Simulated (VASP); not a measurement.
A run of VASP 6.6.1 is set up as follows.

Contents of INCAR:

```
  ALGO = Normal
  EDIFF = 1E-7
  ENCUT = 520
  GGA = PE
  ISIF = 2
  ISMEAR = -1
  LASPH = T
  LCHARG = F
  LREAL = F
  LWAVE = F
  NBANDS = 12
  NELM = 100
  PREC = Accurate
  SIGMA = 0.08
```

Contents of KPOINTS:

```
k-points
0
Gamma
  14 14 14
```

Contents of POSCAR:

```
Ta
1.0
    2.1034595769      0.0000000000      0.0000000000
    0.0000000000      2.1034595769      0.0000000000
    0.0000000000      0.0000000000      2.1034595769
Ta
1
Direct
    0.0000000000      0.0000000000      0.0000000000
```

Potentials or basis: VASP PAW PBE potentials, release 64 (Ta_pv).

Launch:

```bash
$ cat potpaw_PBE.64/Ta_pv/POTCAR > POTCAR
$ mpirun -np 1 vasp_std > vasp.out
```

Question: Estimate the pressure.

Answer: 581.4 GPa.
